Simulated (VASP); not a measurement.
# NaH (Fm-3m) in VASP: relaxation of cell and atoms with PBE

Aim: the relaxation of cell and atoms of NaH with PBE.

Everything below comes from runs of VASP 6.6.1. Logs are shortened: lines on timing, memory, paths and dates and some standing lists are left out, and cuts for length are marked.

## Step 1: The cell of the first run

It takes space group Fm-3m (No. 225, cubic). The conventional cell has a = 3.971 Å, b = 3.971 Å, c = 3.971 Å, α = 90.00°, β = 90.00°, γ = 90.00°. Within 2.6 Å of Na (site symmetry m-3m) lie 6 H at 1.99 Å. Within 2.6 Å of H (site symmetry m-3m) lie 6 Na at 1.99 Å.

## Step 2: Relaxation of cell and atoms, PBE

INCAR

```
SYSTEM = NaH
PREC = Accurate ; ENCUT = 1130
EDIFF = 1E-7 ; ISMEAR = -1
SIGMA = 0.02 ; LREAL = .FALSE.
LASPH = .TRUE. ; NELM = 120
ALGO = Normal ; ISIF = 3
LWAVE = .FALSE. ; LCHARG = .FALSE.
GGA = PE ; IBRION = 2
NSW = 80 ; EDIFFG = -0.005
GGA_COMPAT = .FALSE. ; NELMIN = 4
```

KPOINTS

```
Automatic mesh
0
G
  10 10 10
  0 0 0
```

POSCAR

```
NaH
1.0
    0.0000000000      1.9855990000      1.9855990000
    1.9855990000      0.0000000000      1.9855990000
    1.9855990000      1.9855990000      0.0000000000
Na H
1 1
Direct
    0.0000000000      0.0000000000      0.0000000000
    0.5000000000      0.5000000000      0.5000000000
```

Potentials or basis: VASP PAW PBE potentials, release 64 (Na_sv, H).

Command:

```console
cat potpaw_PBE.64/Na_sv/POTCAR potpaw_PBE.64/H/POTCAR > POTCAR
mpirun -np 1 vasp_std > vasp.out
```

OUTCAR:

```text
SYSTEM = NaH
   PREC = Accurate
   ENCUT = 1130
   EDIFF = 1E-7
   ISMEAR = -1
   LREAL = .FALSE.
   LASPH = .TRUE.
   NELM = 120
   ISIF = 3
   GGA = PE
   IBRION = 2
   NSW = 80
   EDIFFG = -0.005
   NELMIN = 4

 ion  position               nearest neighbor table
   1  0.000  0.000  0.000-
   2  0.500  0.500  0.500-

  LATTYP: Found a face centered cubic cell.
 ALAT       =     3.9711980000

  Lattice vectors:

 A1 = (   0.0000000000,   1.9855990000,   1.9855990000)
 A2 = (   1.9855990000,   0.0000000000,   1.9855990000)
 A3 = (   1.9855990000,   1.9855990000,   0.0000000000)

Analysis of symmetry for initial positions (statically):
=====================================================================
 Subroutine PRICEL returns:
 Original cell was already a primitive cell.

 Routine SETGRP: Setting up the symmetry group for a
 face centered cubic supercell.

 Subroutine GETGRP returns: Found 48 space group operations
 (whereof 48 operations were pure point group operations)
 out of a pool of 48 trial point group operations.

The static configuration has the point symmetry O_h .

Analysis of symmetry for dynamics (positions and initial velocities):
=====================================================================
 Subroutine PRICEL returns:
 Original cell was already a primitive cell.

 Routine SETGRP: Setting up the symmetry group for a
 face centered cubic supercell.

 Subroutine GETGRP returns: Found 48 space group operations
 (whereof 48 operations were pure point group operations)
 out of a pool of 48 trial point group operations.

The dynamic configuration has the point symmetry O_h .

 Subroutine INISYM returns: Found 48 space group operations
 (whereof 48 operations are pure point group operations),
 and found     1 'primitive' translations

----------------------------------------------------------------------------------------

                                     Primitive cell

  volume of cell :      15.6569

  direct lattice vectors                    reciprocal lattice vectors
     0.000000000  1.985599000  1.985599000    -0.251813181  0.251813181  0.251813181
     1.985599000  0.000000000  1.985599000     0.251813181 -0.251813181  0.251813181
     1.985599000  1.985599000  0.000000000     0.251813181  0.251813181 -0.251813181

  length of vectors
     2.808061035  2.808061035  2.808061035     0.436153223  0.436153223  0.436153223

  position of ions in fractional coordinates (direct lattice)
     0.000000000  0.000000000  0.000000000
     0.500000000  0.500000000  0.500000000

  ion indices of the primitive-cell ions
   primitive index   ion index
                 1           1
                 2           2

----------------------------------------------------------------------------------------

 KPOINTS: Automatic mesh

Automatic generation of k-mesh.
 Grid dimensions read from file:
 generate k-points for:   10   10   10

 Generating k-lattice:

  Cartesian coordinates                     Fractional coordinates (reciprocal lattice)
    -0.025181318  0.025181318  0.025181318     0.100000000  0.000000000  0.000000000
     0.025181318 -0.025181318  0.025181318     0.000000000  0.100000000  0.000000000
     0.025181318  0.025181318 -0.025181318     0.000000000  0.000000000  0.100000000

  Length of vectors
     0.043615322  0.043615322  0.043615322

  Shift w.r.t. Gamma in fractional coordinates (k-lattice)
     0.000000000  0.000000000  0.000000000

 Subroutine IBZKPT returns following result:
 ===========================================

 Found     47 irreducible k-points:

 Following reciprocal coordinates:
            Coordinates               Weight
  0.000000  0.000000  0.000000      1.000000
  0.100000  0.000000  0.000000      8.000000
  0.200000  0.000000  0.000000      8.000000
  0.300000  0.000000  0.000000      8.000000
  0.400000  0.000000  0.000000      8.000000
  0.500000  0.000000  0.000000      4.000000
[... 16 lines left out ...]
  0.300000  0.300000  0.000000      6.000000
  0.400000  0.300000  0.000000     24.000000
 [... further k-points ...]
   k-points           NKPTS =     47   k-points in BZ     NKDIM =     47   number of bands    NBANDS=      9
   number of dos      NEDOS =    301   number of ions     NIONS =      2
   total plane-waves  NPLWV =  32768
   dimension x,y,z NGX =    32 NGY =   32 NGZ =   32
   dimension x,y,z NGXF=    64 NGYF=   64 NGZF=   64
   ions per type =               1   1
   NGX,Y,Z   is equivalent  to a cutoff of  18.94, 18.94, 18.94 a.u.
   NGXF,Y,Z  is equivalent  to a cutoff of  37.89, 37.89, 37.89 a.u.
 SYSTEM =  NaH
   PREC   = accura    normal or accurate (medium, high low for compatibility)
   ISTART =      0    job   : 0-new  1-cont  2-samecut
   ICHARG =      2    charge: 1-file 2-atom 10-const
   ISPIN  =      1    spin polarized calculation?
   LNONCOLLINEAR =      F non collinear calculations
   LSORBIT =      F    spin-orbit coupling
   LASPH  =      T    aspherical Exc in radial PAW
   ENCUT  = 1130.0 eV  83.05 Ry    9.11 a.u.   7.70  7.70  7.70*2*pi/ulx,y,z
   NELM   =    120;   NELMIN=  4; NELMDL= -5     # of ELM steps
   EDIFF  = 0.1E-06   stopping-criterion for ELM
   LREAL  =      F    real-space projection
   EDIFFG = -.5E-02   stopping-criterion for IOM
   NSW    =     80    number of steps for IOM
   IBRION =      2    ionic relax: 0-MD 1-quasi-New 2-CG
   NFREE  =      1    steps in history (QN), initial steepest desc. (CG)
   ISIF   =      3    stress and relaxation
   ISYM   =      2    0-nonsym 1-usesym 2-fastsym
   POTIM  = 0.5000    time-step for ionic-motion
   TEBEG  =    0.0;   TEEND  =   0.0 temperature during run
   PSTRESS=    0.0 pullay stress
   NELECT =      10.0000    total number of electrons
   NUPDOWN=      -1.0000    fix difference up-down
   EMIN   =  10.00;   EMAX   =-10.00  energy-range for DOS
   EFERMI =   0.00;   METHOD = LEGACY
   ISMEAR =    -1;   SIGMA  =   0.02  broadening in eV -4-tet -1-fermi 0-gaus
   EFERMI_NEDOS =   21; number of points for ismear=-14 and -15
   IALGO  =     38    algorithm
   IMIX   =      4    mixing-type and parameters
     AMIX     =   0.40;   BMIX     =  1.00
     AMIX_MAG =   1.60;   BMIX_MAG =  1.00
  volume/ion in A,a.u.               =       7.83        52.83
  Fermi-wavevector in a.u.,A,eV,Ry     =   1.409851  2.664233 27.044035  1.987680
  Thomas-Fermi vector in A             =   2.531865
   LORBIT       =      0    0 simple, 1 ext, 2 COOP (PROOUT), +10 PAW based schemes
   GGA     = PE    functional components
   LHFCALC =     F    Hartree Fock is set to
   AEXX    =    0.0000 exact exchange contribution
   IVDW    =     0    specifies the selected vdW correction
   LEPSILON=     F    determine dielectric tensor
   LRPA    =     F    only Hartree local field effects (RPA)
 conjugate gradient relaxation of ions
 non-spin polarized calculation
  energy-cutoff  :     1130.00
  volume of cell :       15.66
 maximum number of plane-waves:      1369
   NGX = 15   NGY = 15   NGZ = 15

--------------------------------------- Ionic step        1  -------------------------------------------

 number of electron      10.0000000 magnetization

 number of electron       9.9999996 magnetization

 Free energy of the ion-electron system (eV)
  ---------------------------------------------------
  ext. energy  EPLUGINS =         0.00000000
  ---------------------------------------------------
  free energy    TOTEN  =        -4.06752567 eV

  energy without entropy =       -4.06752567  energy(sigma->0) =       -4.06752567

 E-fermi :   2.7319     XC(G=0):  -9.9139

 val. band max:        2.1475334347   @ k =  -0.3000   0.5000   0.2000
 cond. band min:       7.1067068115   @ k =   0.5000   0.0000   0.0000
 fundamental gap:      4.9591733768
 Fermi energy:         2.7319300925

 k-point     1 :       0.0000    0.0000    0.0000
  band No.  band energies     occupation
      1     -47.6032      2.00000
      2     -19.2668      2.00000
      3     -19.2668      2.00000
      4     -19.2668      2.00000
      5      -3.2673      2.00000
      6      19.0893      0.00000
      7      22.8793      0.00000
      8      22.8793      0.00000
      9      22.8793      0.00000
[... 739 lines left out ...]
 POSITION                                       TOTAL-FORCE (eV/Angst)
 -----------------------------------------------------------------------------------
      0.00000      0.00000      0.00000         0.000000      0.000000      0.000000
      2.40597      2.40597      2.40597        -0.000000      0.000000     -0.000000
 -----------------------------------------------------------------------------------
    total drift:                                0.000000     -0.000000      0.000000

  FREE ENERGIE OF THE ION-ELECTRON SYSTEM (eV)
  ---------------------------------------------------
  free  energy   TOTEN  =        -5.0437671512 eV

  energy  without entropy=       -5.0437671512  energy(sigma->0) =       -5.04376715

--------------------------------------- Ionic step        6  -------------------------------------------

 number of electron      10.0000001 magnetization

 Free energy of the ion-electron system (eV)
  ---------------------------------------------------
  ext. energy  EPLUGINS =         0.00000000
  ---------------------------------------------------
  free energy    TOTEN  =        -5.04404300 eV

  energy without entropy =       -5.04404300  energy(sigma->0) =       -5.04404300

 E-fermi :  -0.3480     XC(G=0):  -7.7158

 val. band max:       -0.7709005969   @ k =  -0.3000   0.5000   0.2000
 cond. band min:       3.0152949520   @ k =   0.5000   0.0000   0.0000
 fundamental gap:      3.7861955489
 Fermi energy:        -0.3479845894

 k-point     1 :       0.0000    0.0000    0.0000
  band No.  band energies     occupation
      1     -50.9825      2.00000
      2     -22.8635      2.00000
      3     -22.8635      2.00000
      4     -22.8635      2.00000
      5      -4.3735      2.00000
      6       9.6873      0.00000
      7      14.9260      0.00000
      8      14.9260      0.00000
      9      14.9260      0.00000
[... 298 lines left out ...]
 POSITION                                       TOTAL-FORCE (eV/Angst)
 -----------------------------------------------------------------------------------
      2.41438      2.41438      0.00000         0.000000     -0.000000      0.000000
      2.41438      2.41438      2.41438        -0.000000      0.000000     -0.000000
 -----------------------------------------------------------------------------------
    total drift:                                0.000000      0.000000     -0.000000

  FREE ENERGIE OF THE ION-ELECTRON SYSTEM (eV)
  ---------------------------------------------------
  free  energy   TOTEN  =        -5.0440429975 eV

  energy  without entropy=       -5.0440429975  energy(sigma->0) =       -5.04404300

 reached required accuracy - stopping structural energy minimisation
```

Wall time 2 min (1 thread of AMD EPYC 7R43 (Zen 3), shared host); peak memory 0.14 GiB.

What came out:

```yaml
Free_energy: -5.0440 eV
Relaxed_volume: 14.07 Å³/atom
Relaxed_cell: a = 3.414 Å, b = 3.414 Å, c = 3.414 Å, α = 60.00°, β = 60.00°, γ = 60.00°
Space_group_after_relaxing_to_0.1_Å: Fm-3m (No. 225)
Energy_gained_by_relaxing: 488.3 meV/atom
Ionic_steps: 6
Pressure_after_relaxing: 0.0 GPa
Band_gap_on_the_k_mesh: 3.79 eV (least direct gap 4.63 eV)
```

The path:
```csv
step,energy change (eV),largest force (eV/Å),pressure (GPa),volume (Å³)
1,0.0000,0.0000,41.14,15.66
2,-0.7503,0.0000,12.26,20.67
3,-0.9315,0.0000,4.17,24.43
4,-0.9067,0.0000,-4.36,33.27
5,-0.9762,0.0000,0.29,27.85
6,-0.9765,0.0000,0.02,28.15
```

Final structure:
```
Na H
1.0
     0.00000    2.41438    2.41438
     2.41438    0.00000    2.41438
     2.41438    2.41438    0.00000
Na H
1 1
Direct
  0.00000 0.00000 0.00000
  0.50000 0.50000 0.50000
```

Caveat: the volume moved by over 15 % at a fixed basis, so the end points are rough; the structure was generated, so it needn't be the stable form of NaH.
